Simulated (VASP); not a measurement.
# P (Cmmm) in VASP: a series of runs, part 2 of 2

VASP 6.6.1. Earlier steps stand in the parts before.

## (3) Single point, PBEsol (strain +0.0100 x Voigt [0, 0, 0, 0, 0, 1])

Contents of INCAR:

```
SYSTEM = P
PREC = Accurate
ENCUT = 520
EDIFF = 1E-6
ISMEAR = 0
SIGMA = 0.15
LREAL = .False.
LASPH = .True.
NELM = 80
ALGO = Normal
ISIF = 2
LWAVE = .False.
LCHARG = .False.
GGA = PS
NBANDS = 8
```

Contents of KPOINTS:

```
Automatic mesh
0
Gamma
  12 12 12
  0 0 0
```

Contents of POSCAR:

```
P
1.0
    4.2729048574      0.0213645243      0.0000000000
    0.0213645243      4.2729048574      0.0000000000
    0.0000000000      0.0000000000      4.3780000000
P
1
Direct
    0.0000000000      0.0000000000      0.0000000000
```

Potentials or basis: VASP PAW PBE potentials, release 64 (P).

Launch:

```sh
cat potpaw_PBE.64/P/POTCAR > POTCAR
mpirun -np 1 vasp_std > vasp.out
```

OUTCAR:

```text
SYSTEM = P
   PREC = Accurate
   ENCUT = 520
   EDIFF = 1E-6
   ISMEAR = 0
   LREAL = .False.
   LASPH = .True.
   NELM = 80
   ISIF = 2
   GGA = PS

 ion  position               nearest neighbor table
   1  0.000  0.000  0.000-

  LATTYP: Found a base centered orthorhombic cell.
 ALAT       =     6.0125860000
 B/A-ratio  =     1.0100502513
 C/A-ratio  =     0.7281392732

  Lattice vectors:

 A1 = (  -0.0213645243,  -4.2729048574,   0.0000000000)
 A2 = (   4.2729048574,   0.0213645243,   0.0000000000)
 A3 = (   0.0000000000,   0.0000000000,   4.3780000000)

Analysis of symmetry for initial positions (statically):
=====================================================================
 Subroutine PRICEL returns:
 Original cell was already a primitive cell.

 Routine SETGRP: Setting up the symmetry group for a
 base centered orthorhombic supercell.

[... 156 lines left out ...]
 Free energy of the ion-electron system (eV)
  ---------------------------------------------------
  ext. energy  EPLUGINS =         0.00000000
  ---------------------------------------------------
  free energy    TOTEN  =        -1.18864260 eV

  energy without entropy =       -1.15057033  energy(sigma->0) =       -1.16960647

 E-fermi :  -3.0796     XC(G=0):  -5.0520

 val. band max:       -3.0796923004   @ k =   0.2500   0.0833   0.5000
 cond. band min:      -3.0786514986   @ k =   0.4167   0.0833   0.2500
 fundamental gap:      0.0010408018
 Fermi energy:        -3.0796062965

 k-point     1 :       0.0000    0.0000    0.0000
  band No.  band energies     occupation
      1     -11.8104      2.00000
      2      -2.6316      0.00002
      3      -2.5280      0.00000
      4      -2.5180      0.00000
      5       1.5516      0.00000
      6       4.3608      0.00000
      7       4.4438      0.00000
      8       8.9592      0.00000
[... 243 lines left out ...]
 k-point    24 :      -0.4167    0.1667    0.0000
  band No.  band energies     occupation
      1     -11.6117      2.00000
      2      -3.7688      2.00000
      3      -2.7564      0.00231
      4      -2.4564      0.00000
      5       3.5200      0.00000
      6       4.3724      0.00000
      7       5.4993      0.00000
      8       6.5266      0.00000

 [... further k-points ...]
[... 5 lines left out ...]
  --------------------------------------------------------------------------------------
  -------------------------------------------------------------------------------------
  Total       -1.9910432     -1.9910432     -1.7828144     -0.0203232      0.0000000      0.0000000
  in kB      -39.9098345    -39.9098345    -35.7359527     -0.4073724      0.0000000      0.0000000
  external PRESSURE =     -38.5185406 kB  Pullay stress =       0.0000000 kB

 VOLUME and BASIS-vectors are now :
 -----------------------------------------------------------------------------
  energy-cutoff  :      520.00
  volume of cell :       79.93
      direct lattice vectors                 reciprocal lattice vectors
     4.272904857  0.021364524  0.000000000     0.234038677 -0.001170193  0.000000000
     0.021364524  4.272904857  0.000000000    -0.001170193  0.234038677  0.000000000
     0.000000000  0.000000000  4.378000000     0.000000000  0.000000000  0.228414801

 POSITION                                       TOTAL-FORCE (eV/Angst)
 -----------------------------------------------------------------------------------
      0.00000      0.00000      0.00000         0.000000      0.000000      0.000000
 -----------------------------------------------------------------------------------
    total drift:                                0.000000     -0.000000      0.000000

  FREE ENERGIE OF THE ION-ELECTRON SYSTEM (eV)
  ---------------------------------------------------
  free  energy   TOTEN  =        -1.1886426016 eV

  energy  without entropy=       -1.1505703296  energy(sigma->0) =       -1.16960647
```

OSZICAR:

```text
N       E                     dE             d eps       ncg     rms          rms(c)
DAV:   1     0.795249898916E+01    0.79525E+01   -0.12900E+03  4816   0.359E+02
DAV:   2    -0.753405236800E+00   -0.87059E+01   -0.85769E+01  6616   0.453E+01
DAV:   3    -0.120324361782E+01   -0.44984E+00   -0.43079E+00  5872   0.107E+01
DAV:   4    -0.120771859167E+01   -0.44750E-02   -0.44710E-02  8536   0.123E+00
DAV:   5    -0.120772828420E+01   -0.96925E-05   -0.96926E-05  6504   0.359E-02    0.603E-01
DAV:   6    -0.119116845842E+01    0.16560E-01   -0.29236E-02  6144   0.643E-01    0.324E-01
DAV:   7    -0.118760572915E+01    0.35627E-02   -0.28376E-02  6256   0.663E-01    0.156E-01
DAV:   8    -0.118856447145E+01   -0.95874E-03   -0.11210E-03  6144   0.161E-01    0.271E-02
DAV:   9    -0.118858489888E+01   -0.20427E-04   -0.12978E-05  8288   0.207E-02    0.889E-03
DAV:  10    -0.118863732057E+01   -0.52422E-04   -0.67051E-05  5384   0.352E-02    0.224E-03
DAV:  11    -0.118864256407E+01   -0.52435E-05   -0.10893E-05  5744   0.135E-02    0.157E-03
DAV:  12    -0.118864260161E+01   -0.37533E-07   -0.34337E-07  6984   0.256E-03
   1 F= -.11886426E+01 E0= -.11696065E+01  d E =-.380723E-01
```

stdout:

```text
POSCAR found type information on POSCAR P
 POSCAR found :  1 types and       1 ions
 scaLAPACK will be used
 -----------------------------------------------------------------------------
|                                                                             |
|                                                                             |
|     You enforced a specific xc type in the INCAR file but a different       |
|     I HOPE YOU KNOW WHAT YOU ARE DOING!                                     |
|                                                                             |
 -----------------------------------------------------------------------------

 LDA part: xc-table for (Slater+PW92), standard interpolation
 POSCAR, INCAR and KPOINTS ok, starting setup
 FFT: planning ... GRIDC
 FFT: planning ... GRID_SOFT
 FFT: planning ... GRID
 WAVECAR not read
 entering main loop
```

It took 88 s on 1 thread of Intel Xeon Platinum 8488C (Sapphire Rapids), shared host; peak memory 0.29 GiB.

Results:

```
Free energy : -1.1886 eV
Pressure    : -3.9 GPa
```

Stress tensor (GPa, compression positive):
```
-3.99 -0.04  0.00
-0.04 -3.99  0.00
 0.00  0.00 -3.57
```

Caveat: the cell differs from its parent crystal (strain +0.0100 x Voigt [0, 0, 0, 0, 0, 1]); the PAW data sets were made with another functional, which shifts forces and pressure a little.

## (4) Single point, PBEsol (strain +0.0250 x Voigt [0, 0, 0, 0, 0, 1])

Contents of INCAR:

```
PREC = Accurate ; ENCUT = 520
EDIFF = 1E-6 ; ISMEAR = 0
SIGMA = 0.15 ; LREAL = False
LASPH = True ; NELM = 80
ALGO = Normal ; ISIF = 2
LWAVE = False ; LCHARG = False
GGA = PS ; NBANDS = 8
```

Contents of KPOINTS:

```
Automatic mesh
0
Gamma
  12 12 12
```

Contents of POSCAR:

```
P
1.0
    4.2729048574      0.0534113107      0.0000000000
    0.0534113107      4.2729048574      0.0000000000
    0.0000000000      0.0000000000      4.3780000000
P
1
Direct
    0.0000000000      0.0000000000      0.0000000000
```

Potentials or basis: VASP PAW PBE potentials, release 64 (P).

Launch:

```sh
cat potpaw_PBE.64/P/POTCAR > POTCAR
mpirun -np 1 vasp_std > vasp.out
```

OUTCAR:

```text
PREC = Accurate
   ENCUT = 520
   EDIFF = 1E-6
   ISMEAR = 0
   LREAL = False
   LASPH = True
   NELM = 80
   ISIF = 2
   GGA = PS

 ion  position               nearest neighbor table
   1  0.000  0.000  0.000-

  LATTYP: Found a base centered orthorhombic cell.
 ALAT       =     5.9672650001
 B/A-ratio  =     1.0253164557
 C/A-ratio  =     0.7336694449

  Lattice vectors:

 A1 = (  -0.0534113107,  -4.2729048574,   0.0000000000)
 A2 = (   4.2729048574,   0.0534113107,   0.0000000000)
 A3 = (   0.0000000000,   0.0000000000,   4.3780000000)

[... 434 lines left out ...]
      1     -11.6111      2.00000
      2      -3.7698      2.00000
      3      -2.7588      0.00253
      4      -2.4557      0.00000
      5       3.5313      0.00000
      6       4.3795      0.00000
      7       5.4918      0.00000
      8       6.5424      0.00000

 [... further k-points ...]
[... 5 lines left out ...]
  --------------------------------------------------------------------------------------
  -------------------------------------------------------------------------------------
  Total       -1.9904183     -1.9904183     -1.7829031     -0.0506923      0.0000000      0.0000000
  in kB      -39.9025457    -39.9025457    -35.7424218     -1.0162439      0.0000000      0.0000000
  external PRESSURE =     -38.5158377 kB  Pullay stress =       0.0000000 kB

 VOLUME and BASIS-vectors are now :
 -----------------------------------------------------------------------------
  energy-cutoff  :      520.00
  volume of cell :       79.92
      direct lattice vectors                 reciprocal lattice vectors
     4.272904857  0.053411311  0.000000000     0.234069400 -0.002925867  0.000000000
     0.053411311  4.272904857  0.000000000    -0.002925867  0.234069400  0.000000000
     0.000000000  0.000000000  4.378000000     0.000000000  0.000000000  0.228414801

 POSITION                                       TOTAL-FORCE (eV/Angst)
 -----------------------------------------------------------------------------------
      0.00000      0.00000      0.00000         0.000000      0.000000      0.000000
 -----------------------------------------------------------------------------------
    total drift:                                0.000000     -0.000000      0.000000

  FREE ENERGIE OF THE ION-ELECTRON SYSTEM (eV)
  ---------------------------------------------------
  free  energy   TOTEN  =        -1.1883709853 eV

  energy  without entropy=       -1.1502660162  energy(sigma->0) =       -1.16931850
```

OSZICAR:

```text
N       E                     dE             d eps       ncg     rms          rms(c)
DAV:   1     0.820882429510E+01    0.82088E+01   -0.12699E+03  4816   0.356E+02
DAV:   2    -0.748258997542E+00   -0.89571E+01   -0.88068E+01  6688   0.458E+01
DAV:   3    -0.120306617151E+01   -0.45481E+00   -0.43594E+00  5888   0.107E+01
DAV:   4    -0.120744574329E+01   -0.43796E-02   -0.43753E-02  8392   0.123E+00
DAV:   5    -0.120745165902E+01   -0.59157E-05   -0.59157E-05  6640   0.333E-02    0.603E-01
DAV:   6    -0.119089341135E+01    0.16558E-01   -0.29225E-02  5920   0.643E-01    0.324E-01
DAV:   7    -0.118733401018E+01    0.35594E-02   -0.28408E-02  6336   0.663E-01    0.157E-01
DAV:   8    -0.118829630404E+01   -0.96229E-03   -0.11515E-03  6320   0.163E-01    0.302E-02
DAV:   9    -0.118831230847E+01   -0.16004E-04   -0.12744E-05  8208   0.203E-02    0.963E-03
DAV:  10    -0.118836563812E+01   -0.53330E-04   -0.68765E-05  5344   0.358E-02    0.234E-03
DAV:  11    -0.118837095718E+01   -0.53191E-05   -0.11164E-05  5760   0.135E-02    0.167E-03
DAV:  12    -0.118837098527E+01   -0.28089E-07   -0.38629E-07  7008   0.268E-03
   1 F= -.11883710E+01 E0= -.11693185E+01  d E =-.381050E-01
```

stdout:

```text
POSCAR found type information on POSCAR P
 POSCAR found :  1 types and       1 ions
 scaLAPACK will be used
 -----------------------------------------------------------------------------
|                                                                             |
|                                                                             |
|     You enforced a specific xc type in the INCAR file but a different       |
|     I HOPE YOU KNOW WHAT YOU ARE DOING!                                     |
|                                                                             |
 -----------------------------------------------------------------------------

 LDA part: xc-table for (Slater+PW92), standard interpolation
 POSCAR, INCAR and KPOINTS ok, starting setup
 FFT: planning ... GRIDC
 FFT: planning ... GRID_SOFT
 FFT: planning ... GRID
 WAVECAR not read
 entering main loop
```

It took 1.8 min on 1 thread of Intel Xeon Platinum 8488C (Sapphire Rapids), shared host; peak memory 0.29 GiB.

Results:

- Free energy: -1.1884 eV
- Pressure: -3.9 GPa

Caveat: the cell differs from its parent crystal (strain +0.0250 x Voigt [0, 0, 0, 0, 0, 1]); the PAW data sets were made with another functional, which shifts forces and pressure a little.

## (5) Summary

```csv
cell,gap on the mesh (eV),pressure (GPa)
"a = 4.273, b = 4.273, c = 4.378 Å, angles 90.0, 90.0, 91.1°, 1 atom",none,-3.9
"a = 4.273, b = 4.273, c = 4.378 Å, angles 90.0, 90.0, 89.4°, 1 atom",none,-3.9
"a = 4.273, b = 4.273, c = 4.378 Å, angles 90.0, 90.0, 88.6°, 1 atom",none,-3.9
```

Alike in all rows: task single point; level PBEsol; potentials or basis VASP PAW PBE potentials, release 64 (P); no spin polarisation; k mesh 12 × 12 × 12; cutoff (eV) 520; smearing gaussian 0.15 eV.

Caveats: the PAW data sets were made with another functional, which shifts forces and pressure a little.

Absolute energies hang on the potentials; compare differences alone.
